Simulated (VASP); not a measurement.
# WC (Fm-3m) in VASP: a series of runs

Runs on WC. Level: PBEsol. Tasks: single point.

Program: VASP 6.6.1. These are calculated values, not measurements. Logs are shortened: lines on timing, memory, paths and dates and some standing lists are left out, and cuts for length are marked.

## Step 1: The cell of the first run

It takes space group Fm-3m (No. 225, cubic). Conventional cell: a = 4.340 Å, b = 4.340 Å, c = 4.340 Å, α = 90.00°, β = 90.00°, γ = 90.00°. W (site symmetry m-3m) has 6 C at 2.17 Å within 2.9 Å. Within 2.9 Å of C (site symmetry m-3m) lie 6 W at 2.17 Å.

## Step 2: Single point, PBEsol

Input file INCAR:

```
SYSTEM = WC
  PREC = Accurate
  ENCUT = 1300
  EDIFF = 1E-6
  ISMEAR = 0
  SIGMA = 0.1
  LREAL = .FALSE.
  LASPH = .TRUE.
  NELM = 120
  ALGO = Normal
  ISIF = 2
  LWAVE = .FALSE.
  LCHARG = .FALSE.
  GGA = PS
  NBANDS = 16
  GGA_COMPAT = .FALSE.
```

Input file KPOINTS:

```
regular mesh
0
G
  8 8 8
  0 0 0
```

Input file POSCAR:

```
WC
1.0
    0.0000000000      2.1697819421      2.1697819421
    2.1697819421      0.0000000000      2.1697819421
    2.1697819421      2.1697819421      0.0000000000
W C
1 1
Direct
    0.5000000000      0.5000000000      0.5000000000
    0.0000000000      0.0000000000      0.0000000000
```

Potentials or basis: VASP PAW PBE potentials, release 64 (W_sv, C_h).

Started as:

```console
cat potpaw_PBE.64/W_sv/POTCAR potpaw_PBE.64/C_h/POTCAR > POTCAR
mpirun -np 1 vasp_std > vasp.out
```

OUTCAR:

```text
SYSTEM = WC
   PREC = Accurate
   ENCUT = 1300
   EDIFF = 1E-6
   ISMEAR = 0
   LREAL = .FALSE.
   LASPH = .TRUE.
   NELM = 120
   ISIF = 2
   GGA = PS

 ion  position               nearest neighbor table
   1  0.500  0.500  0.500-   2 2.17   2 2.17   2 2.17   2 2.17   2 2.17   2 2.17
   2  0.000  0.000  0.000-   1 2.17   1 2.17   1 2.17   1 2.17   1 2.17   1 2.17

  LATTYP: Found a face centered cubic cell.
 ALAT       =     4.3395638842

  Lattice vectors:

 A1 = (   0.0000000000,   2.1697819421,   2.1697819421)
 A2 = (   2.1697819421,   0.0000000000,   2.1697819421)
 A3 = (   2.1697819421,   2.1697819421,   0.0000000000)

Analysis of symmetry for initial positions (statically):
=====================================================================
 Subroutine PRICEL returns:
 Original cell was already a primitive cell.

 Routine SETGRP: Setting up the symmetry group for a
 face centered cubic supercell.

 Subroutine GETGRP returns: Found 48 space group operations
 (whereof 48 operations were pure point group operations)
 out of a pool of 48 trial point group operations.

The static configuration has the point symmetry O_h .

Analysis of symmetry for dynamics (positions and initial velocities):
=====================================================================
 Subroutine PRICEL returns:
 Original cell was already a primitive cell.

 Routine SETGRP: Setting up the symmetry group for a
 face centered cubic supercell.

 Subroutine GETGRP returns: Found 48 space group operations
 (whereof 48 operations were pure point group operations)
 out of a pool of 48 trial point group operations.

The dynamic configuration has the point symmetry O_h .

 Subroutine INISYM returns: Found 48 space group operations
 (whereof 48 operations are pure point group operations),
 and found     1 'primitive' translations

----------------------------------------------------------------------------------------

                                     Primitive cell

  volume of cell :      20.4305

  direct lattice vectors                    reciprocal lattice vectors
     0.000000000  2.169781942  2.169781942    -0.230437903  0.230437903  0.230437903
     2.169781942  0.000000000  2.169781942     0.230437903 -0.230437903  0.230437903
     2.169781942  2.169781942  0.000000000     0.230437903  0.230437903 -0.230437903

  length of vectors
     3.068535050  3.068535050  3.068535050     0.399130155  0.399130155  0.399130155

  position of ions in fractional coordinates (direct lattice)
     0.500000000  0.500000000  0.500000000
     0.000000000  0.000000000  0.000000000

  ion indices of the primitive-cell ions
   primitive index   ion index
                 1           1
                 2           2

----------------------------------------------------------------------------------------

 KPOINTS: regular mesh

Automatic generation of k-mesh.
 Grid dimensions read from file:
 generate k-points for:    8    8    8

 Generating k-lattice:

  Cartesian coordinates                     Fractional coordinates (reciprocal lattice)
    -0.028804738  0.028804738  0.028804738     0.125000000  0.000000000  0.000000000
     0.028804738 -0.028804738  0.028804738     0.000000000  0.125000000  0.000000000
     0.028804738  0.028804738 -0.028804738     0.000000000  0.000000000  0.125000000

  Length of vectors
     0.049891269  0.049891269  0.049891269

  Shift w.r.t. Gamma in fractional coordinates (k-lattice)
     0.000000000  0.000000000  0.000000000

 Subroutine IBZKPT returns following result:
 ===========================================

 Found     29 irreducible k-points:

 Following reciprocal coordinates:
            Coordinates               Weight
  0.000000  0.000000  0.000000      1.000000
  0.125000  0.000000  0.000000      8.000000
  0.250000  0.000000  0.000000      8.000000
  0.375000  0.000000  0.000000      8.000000
  0.500000  0.000000  0.000000      4.000000
  0.125000  0.125000  0.000000      6.000000
[... 16 lines left out ...]
  0.500000  0.250000  0.125000     48.000000
 -0.375000  0.250000  0.125000     24.000000
 [... further k-points ...]
   k-points           NKPTS =     29   k-points in BZ     NKDIM =     29   number of bands    NBANDS=     16
   number of dos      NEDOS =    301   number of ions     NIONS =      2
   total plane-waves  NPLWV =  46656
   dimension x,y,z NGX =    36 NGY =   36 NGZ =   36
   dimension x,y,z NGXF=    72 NGYF=   72 NGZF=   72
   ions per type =               1   1
   NGX,Y,Z   is equivalent  to a cutoff of  19.50, 19.50, 19.50 a.u.
   NGXF,Y,Z  is equivalent  to a cutoff of  39.01, 39.01, 39.01 a.u.
 SYSTEM =  WC
   PREC   = accura    normal or accurate (medium, high low for compatibility)
   ISTART =      0    job   : 0-new  1-cont  2-samecut
   ICHARG =      2    charge: 1-file 2-atom 10-const
   ISPIN  =      1    spin polarized calculation?
   LNONCOLLINEAR =      F non collinear calculations
   LSORBIT =      F    spin-orbit coupling
   LASPH  =      T    aspherical Exc in radial PAW
   ENCUT  = 1300.0 eV  95.55 Ry    9.77 a.u.   9.02  9.02  9.02*2*pi/ulx,y,z
   NELM   =    120;   NELMIN=  2; NELMDL= -5     # of ELM steps
   EDIFF  = 0.1E-05   stopping-criterion for ELM
   LREAL  =      F    real-space projection
[... 7 lines left out ...]
   TEBEG  =    0.0;   TEEND  =   0.0 temperature during run
   PSTRESS=    0.0 pullay stress
   NELECT =      18.0000    total number of electrons
   NUPDOWN=      -1.0000    fix difference up-down
   EMIN   =  10.00;   EMAX   =-10.00  energy-range for DOS
   EFERMI =   0.00;   METHOD = LEGACY
   ISMEAR =     0;   SIGMA  =   0.10  broadening in eV -4-tet -1-fermi 0-gaus
   EFERMI_NEDOS =   21; number of points for ismear=-14 and -15
   IALGO  =     38    algorithm
   IMIX   =      4    mixing-type and parameters
     AMIX     =   0.40;   BMIX     =  1.00
     AMIX_MAG =   1.60;   BMIX_MAG =  1.00
  volume/ion in A,a.u.               =      10.22        68.94
  Fermi-wavevector in a.u.,A,eV,Ry     =   1.569421  2.965776 33.512287  2.463084
  Thomas-Fermi vector in A             =   2.671306
   LORBIT       =      0    0 simple, 1 ext, 2 COOP (PROOUT), +10 PAW based schemes
   GGA     = PS    functional components
   LHFCALC =     F    Hartree Fock is set to
   AEXX    =    0.0000 exact exchange contribution
   IVDW    =     0    specifies the selected vdW correction
   LEPSILON=     F    determine dielectric tensor
   LRPA    =     F    only Hartree local field effects (RPA)
 non-spin polarized calculation
 Gauss-broadening in eV      SIGMA  =   0.10
  energy-cutoff  :     1300.00
  volume of cell :       20.43
 maximum number of plane-waves:      2200
   NGX = 17   NGY = 17   NGZ = 17

 number of electron      18.0000000 magnetization

 Free energy of the ion-electron system (eV)
  ---------------------------------------------------
  ext. energy  EPLUGINS =         0.00000000
  ---------------------------------------------------
  free energy    TOTEN  =       -22.99113982 eV

  energy without entropy =      -22.98319762  energy(sigma->0) =      -22.98716872

 E-fermi :  13.2082     XC(G=0): -14.0570

 val. band max:       13.1499136857   @ k =   0.5000   0.1250   0.0000
 cond. band min:      13.2427465720   @ k =   0.1250   0.1250   0.0000
 fundamental gap:      0.0928328863
 Fermi energy:        13.2081633411

 k-point     1 :       0.0000    0.0000    0.0000
  band No.  band energies     occupation
      1     -62.2775      2.00000
      2     -26.2711      2.00000
      3     -26.2711      2.00000
      4     -26.2711      2.00000
      5      -2.9839      2.00000
      6      10.1928      2.00000
[... 8 lines left out ...]
     15      22.6640      0.00000
     16      36.8836      0.00000

 k-point     2 :       0.1250    0.0000    0.0000
  band No.  band energies     occupation
      1     -62.2711      2.00000
      2     -26.3729      2.00000
      3     -26.2819      2.00000
      4     -26.2819      2.00000
      5      -2.5305      2.00000
      6       8.8767      2.00000
[... 8 lines left out ...]
     15      23.6941      0.00000
     16      33.3234      0.00000

 k-point     3 :       0.2500    0.0000    0.0000
  band No.  band energies     occupation
      1     -62.2558      2.00000
      2     -26.6121      2.00000
      3     -26.3077      2.00000
      4     -26.3077      2.00000
      5      -1.2955      2.00000
      6       6.6986      2.00000
[... 8 lines left out ...]
     15      25.4768      0.00000
     16      30.4892      0.00000

 k-point     4 :       0.3750    0.0000    0.0000
  band No.  band energies     occupation
      1     -62.2404      2.00000
      2     -26.8425      2.00000
      3     -26.3334      2.00000
      4     -26.3334      2.00000
      5       0.4086      2.00000
      6       4.5602      2.00000
[... 8 lines left out ...]
     15      26.6711      0.00000
     16      26.7818      0.00000

 k-point     5 :       0.5000    0.0000    0.0000
  band No.  band energies     occupation
      1     -62.2341      2.00000
      2     -26.9356      2.00000
      3     -26.3440      2.00000
      4     -26.3440      2.00000
      5       1.8820      2.00000
      6       2.9857      2.00000
[... 8 lines left out ...]
     15      25.0054      0.00000
     16      25.0054      0.00000

 k-point     6 :       0.1250    0.1250    0.0000
  band No.  band energies     occupation
      1     -62.2690      2.00000
      2     -26.3656      2.00000
      3     -26.3059      2.00000
      4     -26.3059      2.00000
      5      -2.3989      2.00000
      6       8.2315      2.00000
[... 8 lines left out ...]
     15      24.0505      0.00000
     16      33.2196      0.00000

 k-point     7 :       0.2500    0.1250    0.0000
  band No.  band energies     occupation
      1     -62.2566      2.00000
      2     -26.5429      2.00000
      3     -26.3412      2.00000
      4     -26.3278      2.00000
      5      -1.4926      2.00000
      6       6.5990      2.00000
[... 8 lines left out ...]
     15      25.7167      0.00000
     16      29.4713      0.00000

 k-point     8 :       0.3750    0.1250    0.0000
  band No.  band energies     occupation
      1     -62.2412      2.00000
      2     -26.7639      2.00000
      3     -26.3669      2.00000
      4     -26.3648      2.00000
      5      -0.0939      2.00000
      6       5.0569      2.00000
[... 8 lines left out ...]
     15      25.9294      0.00000
     16      27.5514      0.00000

 k-point     9 :       0.5000    0.1250    0.0000
  band No.  band energies     occupation
      1     -62.2319      2.00000
      2     -26.8931      2.00000
      3     -26.4039      2.00000
      4     -26.3682      2.00000
      5       1.2829      2.00000
      6       3.6715      2.00000
[... 8 lines left out ...]
     15      25.3454      0.00000
     16      26.1749      0.00000
[... 172 lines left out ...]
 k-point    19 :       0.5000    0.3750    0.0000
  band No.  band energies     occupation
      1     -62.2216      2.00000
      2     -26.8280      2.00000
      3     -26.5367      2.00000
      4     -26.4835      2.00000
      5      -0.4446      2.00000
      6       6.7060      2.00000
[... 8 lines left out ...]
     15      25.0437      0.00000
     16      29.2769      0.00000

 k-point    20 :      -0.3750    0.3750    0.0000
  band No.  band energies     occupation
      1     -62.2207      2.00000
      2     -26.7671      2.00000
      3     -26.6511      2.00000
      4     -26.4508      2.00000
      5       0.1160      2.00000
      6       5.9024      2.00000
[... 8 lines left out ...]
     15      24.8551      0.00000
     16      26.9535      0.00000

 k-point    21 :       0.5000    0.5000    0.0000
  band No.  band energies     occupation
      1     -62.2195      2.00000
      2     -26.8683      2.00000
      3     -26.5071      2.00000
      4     -26.5071      2.00000
      5      -0.7271      2.00000
      6       7.0351      2.00000
[... 8 lines left out ...]
     15      25.1136      0.00000
     16      31.3091      0.00000

 k-point    22 :       0.3750    0.2500    0.1250
  band No.  band energies     occupation
      1     -62.2443      2.00000
      2     -26.6614      2.00000
      3     -26.4343      2.00000
      4     -26.3462      2.00000
      5      -0.6008      2.00000
      6       5.5797      2.00000
[... 8 lines left out ...]
     15      26.3504      0.00000
     16      26.5581      0.00000

 k-point    23 :       0.5000    0.2500    0.1250
  band No.  band energies     occupation
      1     -62.2319      2.00000
      2     -26.7858      2.00000
      3     -26.5011      2.00000
      4     -26.3816      2.00000
      5       0.4387      2.00000
      6       4.7467      2.00000
[... 8 lines left out ...]
     15      25.2424      0.00000
     16      26.3400      0.00000

 k-point    24 :      -0.3750    0.2500    0.1250
  band No.  band energies     occupation
      1     -62.2267      2.00000
      2     -26.8398      2.00000
      3     -26.5194      2.00000
      4     -26.4023      2.00000
      5       0.9551      2.00000
      6       4.3111      2.00000
[... 8 lines left out ...]
     15      25.5977      0.00000
     16      26.6951      0.00000

 [... further k-points ...]
[... 5 lines left out ...]
  --------------------------------------------------------------------------------------
  -------------------------------------------------------------------------------------
  Total        0.3707477      0.3707477      0.3707477      0.0000000      0.0000000      0.0000000
  in kB       29.0744027     29.0744027     29.0744027      0.0000000      0.0000000      0.0000000
  external PRESSURE =      29.0744027 kB  Pullay stress =       0.0000000 kB

 VOLUME and BASIS-vectors are now :
 -----------------------------------------------------------------------------
  energy-cutoff  :     1300.00
  volume of cell :       20.43
      direct lattice vectors                 reciprocal lattice vectors
     0.000000000  2.169781942  2.169781942    -0.230437903  0.230437903  0.230437903
     2.169781942  0.000000000  2.169781942     0.230437903 -0.230437903  0.230437903
     2.169781942  2.169781942  0.000000000     0.230437903  0.230437903 -0.230437903

 POSITION                                       TOTAL-FORCE (eV/Angst)
 -----------------------------------------------------------------------------------
      2.16978      2.16978      2.16978         0.000000     -0.000000     -0.000000
      0.00000      0.00000      0.00000        -0.000000      0.000000      0.000000
 -----------------------------------------------------------------------------------
    total drift:                                0.000000      0.000000      0.000000

  FREE ENERGIE OF THE ION-ELECTRON SYSTEM (eV)
  ---------------------------------------------------
  free  energy   TOTEN  =       -22.9911398169 eV

  energy  without entropy=      -22.9831976214  energy(sigma->0) =      -22.98716872
```

It took 18 s on 1 thread of AMD EPYC 9R45 (Zen 5), shared host; peak memory 0.2 GiB.

What came out:

* Free energy: -22.9911 eV
* Pressure: 2.9 GPa
* Band gap on the k mesh: zero (bands 9 and 10 overlap by 3.27 eV)

Caveat: the PAW data sets were made with another functional, which shifts forces and pressure a little; spin-orbit coupling is left out, which moves the levels of the heavy elements.

[end of part 1 of 2]

The gap in the log of VASP goes by the Fermi energy; the results here count the filled bands.